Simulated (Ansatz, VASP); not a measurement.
## SiO2 in VASP and in Ansatz

File INCAR:

```
PREC = Accurate
ENCUT = 520
EDIFF = 1E-6
ISMEAR = -1
SIGMA = 0.03
LREAL = F
LASPH = T
NELM = 100
ALGO = Normal
ISIF = 2
LWAVE = F
LCHARG = F
GGA = PS
NBANDS = 25
```

KPOINTS

```
Automatic mesh
0
Gamma
  6 6 9
```

The input POSCAR:

```
SiO2
1.0
    4.1801000000      0.0000000000      0.0000000000
    0.0000000000      4.1801000000      0.0000000000
    0.0000000000      0.0000000000      2.6678000000
Si O
2 4
Direct
    0.0000000000      0.0000000000      0.0000000000
    0.5000000000      0.5000000000      0.5000000000
    0.3067000000      0.3067000000      0.0000000000
    0.1933000000      0.8067000000      0.5000000000
    0.6933000000      0.6933000000      0.0000000000
    0.8067000000      0.1933000000      0.5000000000
```

Input for Ansatz:

```yaml
crystal:
  lattice:
    - [4.1801, 0.0, 0.0]
    - [0.0, 4.1801, 0.0]
    - [0.0, 0.0, 2.6678]
  atoms:
    - { symbol: Si, position: [0.0, 0.0, 0.0] }
    - { symbol: Si, position: [0.5, 0.5, 0.5] }
    - { symbol: O, position: [0.3067, 0.3067, 0.0] }
    - { symbol: O, position: [0.1933, 0.8067, 0.5] }
    - { symbol: O, position: [0.6933, 0.6933, 0.0] }
    - { symbol: O, position: [0.8067, 0.1933, 0.5] }
kpoints:
  mp_grid: { grid: [6, 6, 9] }
  band_path:
    path:
      - [0.0, 0.0, 0.0]
      - [0.0, 0.5, 0.0]
      - [0.5, 0.5, 0.0]
      - [0.0, 0.0, 0.0]
      - [0.0, 0.0, 0.5]
      - [0.0, 0.5, 0.5]
      - [0.5, 0.5, 0.5]
      - [0.0, 0.0, 0.5]
      - [0.0, 0.5, 0.0]
    npoints: 14
scf:
  occupations: { method: fermi_dirac, width: 0.03 }
hamiltonian:
  xc: pbesol
  pseudopotentials: { kind: all_electron, lapw: { basis_error: 0.001 } }
output:
  forces: true
  stress: true
  eigenvalues: true
  populations: true
  dos: { projected: true, de: 0.2, e_range: [-14, 8] }
```

Alike in both runs: task single point; functional PBEsol; k mesh 6 × 6 × 9; occupations fermi-dirac, width 0.03 eV; no spin polarisation.

|  | VASP | Ansatz |
| --- | --- | --- |
| version | VASP 6.6.1 | Ansatz 0.2.0 |
| potentials or method | VASP PAW PBE potentials, release 64 (Si, O), cutoff 520 eV | all-electron LAPW, scalar-relativistic |

Ansatz gave:

* gap on the k mesh at the Fermi level (eV): 5.59
* pressure (GPa): 3.9
* traceless stress, the component that is largest in VASP (GPa): 0.39
* rms of the force components (eV/Å): 0.090

Problem. What did VASP give for the same quantities?

Solution. gap on the k mesh at the Fermi level (eV): 5.58; pressure (GPa): 4.7; traceless stress, the component that is largest in VASP (GPa): 1.04; rms of the force components (eV/Å): 0.111.

VASP's potentials were made for PBE, not for PBEsol. Atom by atom the forces differ by 0.021 eV/Å (rms over components). Ansatz ran all-electron here, and VASP with PAW potentials.
